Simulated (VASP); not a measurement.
Here is a VASP 6.6.1 calculation.

Contents of INCAR:

```
SYSTEM = Ba
PREC     = Accurate       ! precision mode
ENCUT    = 500            ! plane-wave cutoff, eV
EDIFF    = 1E-6           ! SCF threshold, eV
ISMEAR   = 1              ! smearing method
SIGMA    = 0.3            ! smearing width, eV
LREAL    = .FALSE.        ! projectors in reciprocal space
LASPH    = .TRUE.         ! aspherical terms in the spheres
NELM     = 120            ! most SCF steps
ALGO     = Normal         ! electronic algorithm
ISIF     = 2              ! what is computed and relaxed
LWAVE    = .FALSE.        ! write WAVECAR
LCHARG   = .TRUE.         ! write CHGCAR
GGA      = PS             ! functional
LELF     = .TRUE.         ! ELF
LVHAR    = .TRUE.       
NBANDS   = 17             ! bands
GGA_COMPAT= .FALSE.
```

The input KPOINTS:

```
Automatic mesh
0
G
  5 5 7
  0 0 0
```

Contents of POSCAR:

```
Ba
1.0
    7.0881311417      0.0000000000      0.0000000000
   -3.5440655759      6.1385016349      0.0000000000
    0.0000000000      0.0000000000      3.9608388384
Ba
2
Direct
    0.3333333333      0.6666666667      0.5000000000
    0.6666666667      0.3333333333      0.5000000000
```

Potentials or basis: VASP PAW PBE potentials, release 64 (Ba_sv).

Command:

```bash
$ cat potpaw_PBE.64/Ba_sv/POTCAR > POTCAR
$ mpirun -np 1 vasp_std > vasp.out
```

Predict the band gap on the k mesh.

zero (band 10 reaches 0.84 eV, above the bottom of band 11 at 0.13 eV).

Predict the pressure.

-0.2 GPa.

Stress tensor (GPa, compression positive):
```
-0.11  0.00  0.00
 0.00 -0.11  0.00
 0.00  0.00 -0.47
```

Caveat: the PAW data sets were made with another functional, which shifts forces and pressure a little; spin-orbit coupling is left out, which moves the levels of the heavy elements.
